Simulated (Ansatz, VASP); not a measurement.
**Pd in VASP and in Ansatz**

```
Pd
1.0
     2.61491    0.00000    0.00000
     0.00000    2.61491    0.00000
     0.00000    0.00000    2.61491
Pd
1
Direct
  0.00000 0.00000 0.00000
```

Alike in both runs: task single point; functional PBE; k mesh 6 × 6 × 6; occupations fermi-dirac, width 0.1 eV; collinear spin.

|  | VASP | Ansatz |
| --- | --- | --- |
| version | VASP 6.6.1 | Ansatz 0.2.0 |
| potentials or method | VASP PAW PBE potentials, release 64 (Pd), cutoff 500 eV | plane waves (420 eV) with PAW, scalar-relativistic |
| valence electrons in the cell | 10 | 18 |

|  | VASP | Ansatz | Ansatz less VASP |
| --- | --- | --- | --- |
| net moment per atom (μB) | 0.00 | 0.00 | 0.000 |

VASP's potentials hold 10 valence electrons a cell and Ansatz's 18, so a difference there can come from the potentials and not from the codes. Ansatz's warnings: seeded moment not kept.

The k mesh is coarse, so the values compare programs but aren't converged.
